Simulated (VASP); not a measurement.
Write the native input for VASP 6.6.1 that does the following.

* Task: single point
* Functional: PBEsol
* Potentials or basis: VASP PAW PBE potentials, release 64 (Y_sv, S)
* Cutoff: 520 eV
* k mesh: 16 × 16 × 16
* Occupations: gaussian, width 0.15 eV
* Spin: no spin polarisation
* Dipole correction: no
* Further INCAR settings: ALGO = Normal; EDIFF = 1e-07; NBANDS = 16

The structure of YS lies in POSCAR:

```
YS
1.0
    0.0000000000      2.7436500000      2.7436500000
    2.7436500000      0.0000000000      2.7436500000
    2.7436500000      2.7436500000      0.0000000000
Y S
1 1
Direct
    0.5000000000      0.5000000000      0.5000000000
   -0.0227798735     -0.0227798735      0.0227798735
```

This cell differs from its parent crystal: all S atoms moved +0.125 Å, as atom 2 towards its neighbour atom 1 (Y) at 2.744 Å.

These files were run (other wordings do the same):

INCAR

```
ALGO = Normal
EDIFF = 1E-7
ENCUT = 520
GGA = PS
ISIF = 2
ISMEAR = 0
LASPH = T
LCHARG = F
LREAL = F
LWAVE = F
NBANDS = 16
NELM = 100
PREC = Accurate
SIGMA = 0.15
```

KPOINTS

```
k-points
0
Gamma
  16 16 16
```

Potentials or basis: VASP PAW PBE potentials, release 64 (Y_sv, S).

Command:

```sh
$ cat potpaw_PBE.64/Y_sv/POTCAR potpaw_PBE.64/S/POTCAR > POTCAR
$ mpirun -np 1 vasp_std > vasp.out
```

It gave:

- Pressure: -0.8 GPa
- Largest force: 0.941 eV/Å

Caveat: the cell differs from its parent crystal (all S atoms moved +0.125 Å, as atom 2 towards its neighbour atom 1 (Y) at 2.744 Å); the PAW data sets were made with another functional, which shifts forces and pressure a little.

Wall time 7.2 min on 1 thread of Oxide Virtual Turin-like Processor, with other jobs on the host, peak memory 0.35 GiB.
